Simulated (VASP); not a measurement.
Wanted: the native input for a VASP 6.6.1 run.

```yaml
Task: single point
Functional: r2SCAN
Potentials_or_basis: VASP PAW PBE potentials, release 64 (Na_pv, I)
Cutoff: 520 eV
k_mesh: 8 × 8 × 8
Occupations: gaussian, width 0.01 eV
Spin: no spin polarisation
Dipole_correction: no
Further_INCAR_settings: ALGO = Normal; EDIFF = 1e-07; NBANDS = 14
```

NaI:

```
CELL_PARAMETERS angstrom
0.08604 3.24406 3.24406
3.24406 0.08604 3.24406
3.24406 3.24406 0.08604
ATOMIC_POSITIONS crystal
Na 0.00000 0.00000 0.00000
I 0.50000 0.50000 0.50000
```

This cell differs from its parent crystal: epitaxial 111 strain -2.2%.

The input as run:

POSCAR

```
NaI
1.0
    0.0860397553      3.2440605045      3.2440605045
    3.2440605045      0.0860397553      3.2440605045
    3.2440605045      3.2440605045      0.0860397553
Na I
1 1
Direct
    0.0000000000      0.0000000000      0.0000000000
    0.5000000000      0.5000000000      0.5000000000
```

INCAR.step1

```
SYSTEM = NaI
PREC = Accurate
ENCUT = 520
ISMEAR = 0
SIGMA = 0.01
LREAL = .FALSE.
LASPH = .TRUE.
NELM = 60
NBANDS = 14
GGA = PE
ALGO = Normal
EDIFF = 1E-4
LWAVE = .TRUE.
LCHARG = .FALSE.
```

INCAR.step2

```
SYSTEM = NaI
PREC = Accurate
ENCUT = 520
EDIFF = 1E-7
ISMEAR = 0
SIGMA = 0.01
LREAL = .FALSE.
LASPH = .TRUE.
NELM = 60
ALGO = Normal
ISIF = 2
LWAVE = .FALSE.
LCHARG = .FALSE.
METAGGA = R2SCAN
LMIXTAU = .TRUE.
NBANDS = 14
ISTART = 1
```

KPOINTS

```
regular mesh
0
G
  8 8 8
  0 0 0
```

Potentials or basis: VASP PAW PBE potentials, release 64 (Na_pv, I).

Run with:

```sh
$ cat potpaw_PBE.64/Na_pv/POTCAR potpaw_PBE.64/I/POTCAR > POTCAR
$ cp INCAR.step1 INCAR
$ mpirun -np 1 vasp_std > vasp.out
$ cp INCAR.step2 INCAR
$ mpirun -np 1 vasp_std > vasp.out
```

It gave:

```
Pressure               : 0.5 GPa
Band gap on the k mesh : 4.46 eV
```

Caveat: the cell differs from its parent crystal (epitaxial 111 strain -2.2%); the PAW data sets were made with another functional, which shifts forces and pressure a little; spin-orbit coupling is left out, which moves the levels of the heavy elements.

It took 100 s on 1 thread of Intel(R) Xeon(R) 6975P-C (Granite Rapids), on a shared host, peak memory 0.24 GiB.
